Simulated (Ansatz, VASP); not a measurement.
## One calculation of Na2ReP2, two programs

Contents of INCAR:

```
SYSTEM = Na2ReP2
  PREC = Accurate
  ENCUT = 600
  EDIFF = 1E-7
  ISMEAR = 0
  SIGMA = 0.1
  LREAL = .FALSE.
  LASPH = .TRUE.
  NELM = 80
  ALGO = Normal
  ISIF = 3
  LWAVE = .FALSE.
  LCHARG = .FALSE.
  GGA = PE
  IBRION = 2
  NSW = 90
  EDIFFG = -0.04
```

Contents of KPOINTS:

```
Automatic mesh
0
G
  6 6 6
  0 0 0
```

The input POSCAR:

```
Na2ReP2
1.0
   -2.0348587735      2.0348587735      5.3389858908
    2.0348587735     -2.0348587735      5.3389858908
    2.0348587735      2.0348587735     -5.3389858908
Na Re P
2 1 2
Direct
    0.2500000000      0.7500000000      0.5000000000
    0.7500000000      0.2500000000      0.5000000000
    0.0000000000      0.0000000000      0.0000000000
    0.6260000000      0.6260000000      0.0000000000
    0.3740000000      0.3740000000      0.0000000000
```

Input for Ansatz:

```yaml
crystal:
  lattice:
    - [-2.0348587735, 2.0348587735, 5.3389858908]
    - [2.0348587735, -2.0348587735, 5.3389858908]
    - [2.0348587735, 2.0348587735, -5.3389858908]
  atoms:
    - { symbol: Na, position: [0.25, 0.75, 0.5] }
    - { symbol: Na, position: [0.75, 0.25, 0.5] }
    - { symbol: Re, position: [0.0, 0.0, 0.0] }
    - { symbol: P, position: [0.626, 0.626, 0.0] }
    - { symbol: P, position: [0.374, 0.374, 0.0] }
basis:
  ecutwfc: 420
kpoints:
  mp_grid: { grid: [6, 6, 6] }
hamiltonian:
  xc: pbe
scf:
  occupations: { method: gaussian, width: 0.1 }
  lower_state_search: "off"
output:
  forces: true
  stress: true
  eigenvalues: true
relax:
  adjacent_minimum: "off"
  f_tol: 0.04
  max_steps: 70
  cell: { stress_tol: 0.4 }
```

Alike in both runs: task relaxation of cell and atoms; functional PBE; k mesh 6 × 6 × 6; occupations gaussian, width 0.1 eV; no spin polarisation.

|  | VASP | Ansatz |
| --- | --- | --- |
| version | VASP 6.6.1 | Ansatz 0.2.0 |
| potentials or method | VASP PAW PBE potentials, release 64 (Na_pv, Re, P), cutoff 600 eV | scalar-relativistic, plane waves, PAW |
| valence electrons in the cell | 31 | 43 |

|  | VASP | Ansatz | Ansatz less VASP |
| --- | --- | --- | --- |
| gap on the k mesh at the Fermi level, each at its own relaxed structure (eV) | none | none | - |
| relaxed volume (Å³/atom) | 15.64 | 15.58 | -0.060 |
| relaxed cell length with the largest relative difference (Å) | 7.150 | 7.345 | +0.1959 |

A gap of «none» marks a metal or a gap that the smearing closes. VASP's potentials hold 31 valence electrons a cell and Ansatz's 43, so a difference there can come from the potentials and not from the codes.

The k mesh is coarse, so the values compare programs but aren't converged. Spin-orbit coupling is off throughout.
